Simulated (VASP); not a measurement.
Runs of VASP 6.6.1 on PbS. The structure is that of space group Fm-3m (No. 225), or close to it. The cells are those of the table. 

```csv
level,potentials or basis,cell,smearing,gap on the mesh (eV),pressure (GPa)
PBE+D4,"VASP PAW PBE potentials, release 64 (Pb_d, S)","a = 5.951, b = 4.194, c = 4.194 Å, 4 atoms",fermi-dirac 0.02 eV,0.38,-0.1
r2SCAN+rVV10,"VASP PAW PBE potentials, release 64 (Pb_d, S)","a = 5.956, b = 4.198, c = 4.198 Å, 4 atoms",fermi-dirac 0.02 eV,(c),0.1
PBE,"VASP PAW PBE potentials, release 64 (Pb_d, S)","a = 5.956, b = 4.198, c = 4.198 Å, 4 atoms",fermi-dirac 0.02 eV,(b),1.8
r2SCAN,"VASP PAW PBE potentials, release 64 (Pb_d, S)","a = 5.956, b = 4.198, c = 4.198 Å, 4 atoms",gaussian 0.01 eV,(a),1.0
LDA,"VASP PAW LDA potentials, release 64 (Pb_d, S)","a = 5.956, b = 4.198, c = 4.198 Å, 4 atoms",gaussian 0.01 eV,0.23,-2.8
```

Alike in all rows: task single point; no spin polarisation; k mesh 4 × 6 × 6; cutoff (eV) 520.

Estimate the missing entries.

(a) 0.64; (b) 0.39; (c) 0.60.

Caveats: spin-orbit coupling is left out, which moves the levels of the heavy elements; the PAW data sets were made with another functional, which shifts forces and pressure a little (some runs).

A k mesh can miss the band edges, and the runs leave out spin-orbit coupling on Pb.
